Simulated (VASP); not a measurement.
A run of VASP 6.6.1 is set up as follows.

File POSCAR:

```
Te
1.0
    4.4540000000      0.0000000000      0.0000000000
   -2.2270000000      3.8572771485      0.0000000000
    0.0000000000      0.0000000000      5.9240000000
Te
3
Direct
    0.7310000000      0.7310000000      0.0000000000
    0.0000000000      0.2690000000      0.6666666667
    0.2690000000      0.0000000000      0.3333333333
```

Contents of INCAR.step1:

```
SYSTEM = Te
PREC     = Accurate       ! precision mode
ENCUT    = 520            ! plane-wave cutoff, eV
EDIFF    = 1E-5           ! SCF threshold, eV
ISMEAR   = -1             ! smearing method
SIGMA    = 0.05           ! smearing width, eV
LREAL    = .False.        ! projectors in reciprocal space
LASPH    = .True.         ! aspherical terms in the spheres
NELM     = 80             ! most SCF steps
ALGO     = Normal         ! electronic algorithm
ISIF     = 2              ! what is computed and relaxed
LWAVE    = .True.         ! write WAVECAR
LCHARG   = .False.        ! write CHGCAR
GGA      = PE             ! functional
NBANDS   = 16             ! bands
```

File INCAR.step2:

```
SYSTEM = Te
PREC     = Accurate       ! precision mode
ENCUT    = 520            ! plane-wave cutoff, eV
EDIFF    = 1E-6           ! SCF threshold, eV
ISMEAR   = -1             ! smearing method
SIGMA    = 0.05           ! smearing width, eV
LREAL    = .False.        ! projectors in reciprocal space
LASPH    = .True.         ! aspherical terms in the spheres
NELM     = 80             ! most SCF steps
ALGO     = Normal         ! electronic algorithm
ISIF     = 2              ! what is computed and relaxed
LWAVE    = .False.        ! write WAVECAR
LCHARG   = .False.        ! write CHGCAR
METAGGA  = R2SCAN         ! meta-GGA
LHFCALC  = .True.         ! exact exchange
AEXX     = 0.25           ! exact-exchange fraction
LMIXTAU  = .True.       
PRECFOCK = Normal       
ISTART   = 1            
NBANDS   = 16             ! bands
```

Contents of KPOINTS:

```
Automatic mesh
0
Gamma
  4 4 3
  0 0 0
```

Potentials or basis: VASP PAW PBE potentials, release 64 (Te).

Run with:

```console
$ cat potpaw_PBE.64/Te/POTCAR > POTCAR
$ cp INCAR.step1 INCAR
$ mpirun -np 1 vasp_std > vasp.out
$ cp INCAR.step2 INCAR
$ mpirun -np 1 vasp_std > vasp.out
```

Question: Predict the largest force.

Answer: 0.529 eV/Å.

Question: Estimate the band gap on the k mesh.

Answer: 2.04 eV (least direct gap 2.22 eV).

Stress tensor (GPa, compression positive):
```
-0.40  0.00  0.00
 0.00 -0.40  0.00
 0.00  0.00 -1.96
```

Caveat: the PAW data sets were made with another functional, which shifts forces and pressure a little; spin-orbit coupling is left out, which moves the levels of the heavy elements; an odd mesh through Γ misses points on the zone boundary, where band edges can lie.
